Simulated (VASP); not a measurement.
Ni: single point with PBE

Crystal: Ni.

```
Ni
1.0
     0.00000    1.76380    1.76380
     1.76380    0.00000    1.76380
     1.76380    1.76380    0.00000
Ni
1
Direct
  0.00000 0.00000 0.00000
```

```json
{
  "Program": "VASP 6.6.1",
  "Task": "single point",
  "Functional": "PBE",
  "Potentials or basis": "VASP PAW PBE potentials, release 64 (Ni)",
  "Cutoff": "600 eV",
  "k mesh": "14 × 14 × 14",
  "Occupations": "fermi-dirac, width 0.01 eV",
  "Spin": "collinear spin, ferromagnetic start",
  "Starting moments": "[2.0] μB",
  "Dipole correction": "no",
  "Further INCAR settings": "ALGO = Normal; EDIFF = 1e-06; NBANDS = 15"
}
```

```
Pressure                                              : -1.9 GPa
Net moment                                            : 0.59 μB per cell
Site moments                                          : Ni +0.60 μB
Valence electrons inside the program's atomic spheres : Ni 9.29
```

Levels at points of the mesh, in eV from the Fermi level:
Spin up:
| k point | band 1 | band 2 | band 3 | band 4 | band 5 | band 6 | band 7 | band 8 | band 9 | band 10 |
| --- | --- | --- | --- | --- | --- | --- | --- | --- | --- | --- |
| (0.00, 0.00, 0.00) | -8.95 | -2.40 | -2.40 | -2.40 | -1.23 | -1.23 | 23.65 | 27.44 | 27.44 | 27.44 |
| (0.50, 0.00, 0.00) | -4.78 | -2.38 | -2.38 | -0.59 | -0.59 | -0.28 | 5.61 | 22.14 | 24.52 | 24.52 |
| (0.50, 0.50, 0.00) | -4.59 | -4.14 | -0.54 | -0.46 | -0.46 | 2.44 | 9.15 | 14.74 | 14.74 | 19.62 |
Spin down:
| k point | band 1 | band 2 | band 3 | band 4 | band 5 | band 6 | band 7 | band 8 | band 9 | band 10 |
| --- | --- | --- | --- | --- | --- | --- | --- | --- | --- | --- |
| (0.00, 0.00, 0.00) | -9.00 | -1.68 | -1.68 | -1.68 | -0.69 | -0.69 | 23.47 | 27.41 | 27.41 | 27.41 |
| (0.50, 0.00, 0.00) | -4.38 | -1.80 | -1.80 | -0.35 | 0.12 | 0.12 | 6.00 | 21.99 | 24.59 | 24.59 |
| (0.50, 0.50, 0.00) | -4.27 | -3.56 | 0.03 | 0.36 | 0.36 | 2.39 | 9.37 | 14.74 | 14.74 | 19.76 |

It took 20 s on 1 thread of Intel(R) Xeon(R) 6975P-C (Granite Rapids), with other jobs on the host, peak memory 0.15 GiB.
